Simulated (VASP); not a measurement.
# Ag in VASP: further runs

Runs on Ag. Level: PBEsol. Tasks: single point.

Everything below comes from runs of VASP 6.6.1. Logs are shortened: lines on timing, memory, paths and dates and some standing lists are left out, and cuts for length are marked.

**1. The cell of the first run**

The cell holds a wire or tube with vacuum around it, 1 atom: a = 9.000 Å, b = 9.300 Å, c = 2.580 Å, α = 90.00°, β = 90.00°, γ = 90.00°.

**2. Single point, PBEsol, collinear spin**

INCAR reads:

```
ALGO = Normal
EDIFF = 1E-7
ENCUT = 520
GGA = PS
ISIF = 2
ISMEAR = 0
ISPIN = 2
LASPH = True
LCHARG = False
LMAXMIX = 4
LORBIT = 11
LREAL = False
LWAVE = False
MAGMOM = 0.5
NBANDS = 16
NELM = 150
PREC = Accurate
SIGMA = 0.05
```

KPOINTS reads:

```
k-points
0
Gamma
  1 1 25
```

POSCAR reads:

```
Ag
1.0
    9.0000000000      0.0000000000      0.0000000000
    0.0000000000      9.3000000000      0.0000000000
    0.0000000000      0.0000000000      2.5802115124
Ag
1
Direct
    0.5000000000      0.5000000000      0.0000000000
```

Potentials or basis: VASP PAW PBE potentials, release 64 (Ag).

Launch:

```console
$ cat potpaw_PBE.64/Ag/POTCAR > POTCAR
$ mpirun -np 1 vasp_std > vasp.out
```

OUTCAR:

```text
EDIFF = 1E-7
   ENCUT = 520
   GGA = PS
   ISIF = 2
   ISMEAR = 0
   ISPIN = 2
   LASPH = True
   LORBIT = 11
   LREAL = False
   NELM = 150
   PREC = Accurate

 ion  position               nearest neighbor table
   1  0.500  0.500  0.000-

  LATTYP: Found a simple orthorhombic cell.
 ALAT       =     2.5802115124
 B/A-ratio  =     3.4880861343
 C/A-ratio  =     3.6043556721

  Lattice vectors:

 A1 = (   0.0000000000,   0.0000000000,   2.5802115124)
 A2 = (   9.0000000000,   0.0000000000,   0.0000000000)
 A3 = (   0.0000000000,   9.3000000000,   0.0000000000)

Analysis of symmetry for initial positions (statically):
=====================================================================
 Subroutine PRICEL returns:
 Original cell was already a primitive cell.

 Routine SETGRP: Setting up the symmetry group for a
 simple orthorhombic supercell.

 Subroutine GETGRP returns: Found  8 space group operations
 (whereof  8 operations were pure point group operations)
 out of a pool of  8 trial point group operations.

The static configuration has the point symmetry D_2h.

Analysis of symmetry for dynamics (positions and initial velocities):
=====================================================================
 Subroutine PRICEL returns:
 Original cell was already a primitive cell.

 Routine SETGRP: Setting up the symmetry group for a
 simple orthorhombic supercell.

 Subroutine GETGRP returns: Found  8 space group operations
 (whereof  8 operations were pure point group operations)
 out of a pool of  8 trial point group operations.

The dynamic configuration has the point symmetry D_2h.

Analysis of structural, dynamic, and magnetic symmetry:
=====================================================================
 Subroutine PRICEL returns:
 Original cell was already a primitive cell.

 Routine SETGRP: Setting up the symmetry group for a
 simple orthorhombic supercell.

 Subroutine GETGRP returns: Found  8 space group operations
 (whereof  8 operations were pure point group operations)
 out of a pool of  8 trial point group operations.

The overall configuration has the point symmetry D_2h.

 Subroutine INISYM returns: Found  8 space group operations
 (whereof  8 operations are pure point group operations),
 and found     1 'primitive' translations

----------------------------------------------------------------------------------------

                                     Primitive cell

  volume of cell :     215.9637

  direct lattice vectors                    reciprocal lattice vectors
     9.000000000  0.000000000  0.000000000     0.111111111  0.000000000  0.000000000
     0.000000000  9.300000000  0.000000000     0.000000000  0.107526882  0.000000000
     0.000000000  0.000000000  2.580211512     0.000000000  0.000000000  0.387565126

  length of vectors
     9.000000000  9.300000000  2.580211512     0.111111111  0.107526882  0.387565126

  position of ions in fractional coordinates (direct lattice)
     0.500000000  0.500000000  0.000000000

  ion indices of the primitive-cell ions
   primitive index   ion index
                 1           1

----------------------------------------------------------------------------------------

 KPOINTS: k-points

Automatic generation of k-mesh.
 Grid dimensions read from file:
 generate k-points for:    1    1   25

 Generating k-lattice:

  Cartesian coordinates                     Fractional coordinates (reciprocal lattice)
     0.111111111  0.000000000  0.000000000     1.000000000  0.000000000  0.000000000
     0.000000000  0.107526882  0.000000000     0.000000000  1.000000000  0.000000000
     0.000000000  0.000000000  0.015502605     0.000000000  0.000000000  0.040000000

  Length of vectors
     0.111111111  0.107526882  0.015502605

  Shift w.r.t. Gamma in fractional coordinates (k-lattice)
     0.000000000  0.000000000  0.000000000

 Subroutine IBZKPT returns following result:
 ===========================================

 Found     13 irreducible k-points:

 Following reciprocal coordinates:
            Coordinates               Weight
  0.000000  0.000000  0.000000      1.000000
  0.000000  0.000000  0.040000      2.000000
  0.000000  0.000000  0.080000      2.000000
  0.000000  0.000000  0.120000      2.000000
  0.000000  0.000000  0.160000      2.000000
  0.000000  0.000000  0.200000      2.000000
  0.000000  0.000000  0.240000      2.000000
  0.000000  0.000000  0.280000      2.000000
  0.000000  0.000000  0.320000      2.000000
  0.000000  0.000000  0.360000      2.000000
  0.000000  0.000000  0.400000      2.000000
  0.000000  0.000000  0.440000      2.000000
  0.000000  0.000000  0.480000      2.000000
   k-points           NKPTS =     13   k-points in BZ     NKDIM =     13   number of bands    NBANDS=     16
   number of dos      NEDOS =    301   number of ions     NIONS =      1
   total plane-waves  NPLWV =  98000
   dimension x,y,z NGX =    70 NGY =   70 NGZ =   20
   dimension x,y,z NGXF=   140 NGYF=  140 NGZF=   40
   ions per type =               1
   NGX,Y,Z   is equivalent  to a cutoff of  12.93, 12.51, 12.89 a.u.
   NGXF,Y,Z  is equivalent  to a cutoff of  25.86, 25.03, 25.77 a.u.
 SYSTEM =  unknown system
   PREC   = accura    normal or accurate (medium, high low for compatibility)
   ISTART =      0    job   : 0-new  1-cont  2-samecut
   ICHARG =      2    charge: 1-file 2-atom 10-const
   ISPIN  =      2    spin polarized calculation?
   LNONCOLLINEAR =      F non collinear calculations
   LSORBIT =      F    spin-orbit coupling
   LASPH  =      T    aspherical Exc in radial PAW
   ENCUT  =  520.0 eV  38.22 Ry    6.18 a.u.  16.73 17.29  4.80*2*pi/ulx,y,z
   NELM   =    150;   NELMIN=  2; NELMDL= -5     # of ELM steps
   EDIFF  = 0.1E-06   stopping-criterion for ELM
   LREAL  =      F    real-space projection
   EDIFFG = 0.1E-05   stopping-criterion for IOM
   NSW    =      0    number of steps for IOM
   IBRION =     -1    ionic relax: 0-MD 1-quasi-New 2-CG
   NFREE  =      0    steps in history (QN), initial steepest desc. (CG)
   ISIF   =      2    stress and relaxation
   ISYM   =      2    0-nonsym 1-usesym 2-fastsym
   POTIM  = 0.5000    time-step for ionic-motion
   TEBEG  =    0.0;   TEEND  =   0.0 temperature during run
   PSTRESS=    0.0 pullay stress
   NELECT =      11.0000    total number of electrons
   NUPDOWN=      -1.0000    fix difference up-down
   EMIN   =  10.00;   EMAX   =-10.00  energy-range for DOS
   EFERMI =   0.00;   METHOD = LEGACY
   ISMEAR =     0;   SIGMA  =   0.05  broadening in eV -4-tet -1-fermi 0-gaus
   EFERMI_NEDOS =   21; number of points for ismear=-14 and -15
   IALGO  =     38    algorithm
   IMIX   =      4    mixing-type and parameters
     AMIX     =   0.40;   BMIX     =  1.00
     AMIX_MAG =   1.60;   BMIX_MAG =  1.00
  volume/ion in A,a.u.               =     215.96      1457.39
  Fermi-wavevector in a.u.,A,eV,Ry     =   0.606846  1.146773  5.010517  0.368263
  Thomas-Fermi vector in A             =   1.661091
   LORBIT       =     11    0 simple, 1 ext, 2 COOP (PROOUT), +10 PAW based schemes
   GGA     = PS    functional components
   LHFCALC =     F    Hartree Fock is set to
   AEXX    =    0.0000 exact exchange contribution
   IVDW    =     0    specifies the selected vdW correction
   LEPSILON=     F    determine dielectric tensor
   LRPA    =     F    only Hartree local field effects (RPA)
 spin polarized calculation
 Gauss-broadening in eV      SIGMA  =   0.05
  energy-cutoff  :      520.00
  volume of cell :      215.96
 maximum number of plane-waves:      5840
 NGX is ok and might be reduce to    70
   NGX = 33   NGY = 35   NGZ =  9

 number of electron      11.0000000 magnetization       0.0002663

 number of electron      11.0000000 magnetization      -0.0000270

 Free energy of the ion-electron system (eV)
  ---------------------------------------------------
  ext. energy  EPLUGINS =         0.00000000
  ---------------------------------------------------
  free energy    TOTEN  =        -1.54982906 eV

  energy without entropy =       -1.54803144  energy(sigma->0) =       -1.54893025

 E-fermi :  -4.2404     XC(G=0):  -2.2412

 val. band max:       -4.2642200686   @ k =   0.0000   0.0000   0.2400
 cond. band min:      -3.8190778007   @ k =   0.0000   0.0000   0.2800
 fundamental gap:      0.4451422679
 Fermi energy:        -4.2403775445

 spin component 1

 k-point     1 :       0.0000    0.0000    0.0000
  band No.  band energies     occupation
      1      -9.0902      1.00000
      2      -6.9769      1.00000
      3      -6.9767      1.00000
      4      -5.9550      1.00000
      5      -5.9550      1.00000
      6      -5.3090      1.00000
[... 8 lines left out ...]
     15       5.0833      0.00000
     16       5.3661      0.00000
[... 210 lines left out ...]
 k-point    13 :       0.0000    0.0000    0.4800
  band No.  band energies     occupation
      1      -7.9236      1.00000
      2      -7.9236      1.00000
      3      -6.5956      1.00000
      4      -6.5956      1.00000
      5      -5.7663      1.00000
      6      -0.2629      0.00000
[... 8 lines left out ...]
     15       7.6072      0.00000
     16       7.8611      0.00000
 Fermi energy:        -4.2403775445

 spin component 2

 k-point     1 :       0.0000    0.0000    0.0000
  band No.  band energies     occupation
      1      -9.0902      1.00000
      2      -6.9769      1.00000
      3      -6.9767      1.00000
      4      -5.9550      1.00000
      5      -5.9550      1.00000
      6      -5.3090      1.00000
[... 8 lines left out ...]
     15       5.0829      0.00000
     16       5.3654      0.00000
[... 210 lines left out ...]
 k-point    13 :       0.0000    0.0000    0.4800
  band No.  band energies     occupation
      1      -7.9236      1.00000
      2      -7.9236      1.00000
      3      -6.5956      1.00000
      4      -6.5956      1.00000
      5      -5.7663      1.00000
      6      -0.2629      0.00000
[... 8 lines left out ...]
     15       7.6068      0.00000
     16       7.8598      0.00000

------------------------ aborting loop because EDIFF is reached ----------------------------------------

  FORCE on cell =-STRESS in cart. coord.  units (eV):
  Direction    XX          YY          ZZ          XY          YZ          ZX
  --------------------------------------------------------------------------------------
  -------------------------------------------------------------------------------------
  Total       -0.0304000     -0.0249376      0.1572792      0.0000000      0.0000000      0.0000000
  in kB       -0.2255295     -0.1850056      1.1668123      0.0000000      0.0000000      0.0000000
  external PRESSURE =       0.2520924 kB  Pullay stress =       0.0000000 kB

 VOLUME and BASIS-vectors are now :
 -----------------------------------------------------------------------------
  energy-cutoff  :      520.00
  volume of cell :      215.96
      direct lattice vectors                 reciprocal lattice vectors
     9.000000000  0.000000000  0.000000000     0.111111111  0.000000000  0.000000000
     0.000000000  9.300000000  0.000000000     0.000000000  0.107526882  0.000000000
     0.000000000  0.000000000  2.580211512     0.000000000  0.000000000  0.387565126

 POSITION                                       TOTAL-FORCE (eV/Angst)
 -----------------------------------------------------------------------------------
      4.50000      4.65000      0.00000         0.000000      0.000000      0.000000
 -----------------------------------------------------------------------------------
    total drift:                                0.000000      0.000000      0.000000

  FREE ENERGIE OF THE ION-ELECTRON SYSTEM (eV)
  ---------------------------------------------------
  free  energy   TOTEN  =        -1.5498290597 eV

  energy  without entropy=       -1.5480314439  energy(sigma->0) =       -1.54893025

 total charge

# of ion       s       p       d       tot
------------------------------------------
    1        0.456   0.072   9.285   9.812

 magnetization (x)

# of ion       s       p       d       tot
------------------------------------------
    1       -0.000  -0.000   0.000   0.000
```

It took 3.1 min on 1 thread of AMD EPYC 7R13, shared host; peak memory 0.36 GiB.

Results:

- Free energy: -1.5498 eV
- Net moment: 0.00 μB per cell
- Valence electrons inside the program's atomic spheres: Ag 9.81

Caveat: the PAW data sets were made with another functional, which shifts forces and pressure a little.

**3. Single point, PBEsol, collinear spin**

This run uses another cell than the first one.

INCAR reads:

```
ALGO = Normal ; EDIFF = 1E-6
ENCUT = 520 ; GGA = PS
ISIF = 2 ; ISMEAR = 0
ISPIN = 2 ; LASPH = T
LCHARG = F ; LMAXMIX = 4
LORBIT = 11 ; LREAL = F
LWAVE = F ; MAGMOM = 0.5
NBANDS = 16 ; NELM = 150
PREC = Accurate ; SIGMA = 0.05
```

KPOINTS is that of step 2.

POSCAR, as its differences from that of step 2:

```diff
@@ -4,3 +4,3 @@
     0.0000000000      9.3000000000      0.0000000000
-    0.0000000000      0.0000000000      2.5802115124
+    0.0000000000      0.0000000000      2.5929442220
 Ag
```

Potentials or basis: VASP PAW PBE potentials, release 64 (Ag).

Launch:

```console
$ cat potpaw_PBE.64/Ag/POTCAR > POTCAR
$ mpirun -np 1 vasp_std > vasp.out
```

Wall time 2.6 min (1 thread of AMD EPYC 7R13, shared host); peak memory 0.36 GiB.

It converged, with:

```
Free energy                                           : -1.5502 eV
Net moment                                            : 0.00 μB per cell
Valence electrons inside the program's atomic spheres : Ag 9.81
```

Levels at points of the mesh, in eV from the Fermi level:
Spin up:
```
           k point  band 4  band 5  band 6  band 7  band 8  band 9
(0.00, 0.00, 0.00)   -1.73   -1.73   -1.06    3.26    3.28    4.85
```
Spin down:
| k point | band 4 | band 5 | band 6 | band 7 | band 8 | band 9 |
| --- | --- | --- | --- | --- | --- | --- |
| (0.00, 0.00, 0.00) | -1.73 | -1.73 | -1.06 | 3.26 | 3.28 | 4.85 |

Caveat: the PAW data sets were made with another functional, which shifts forces and pressure a little.
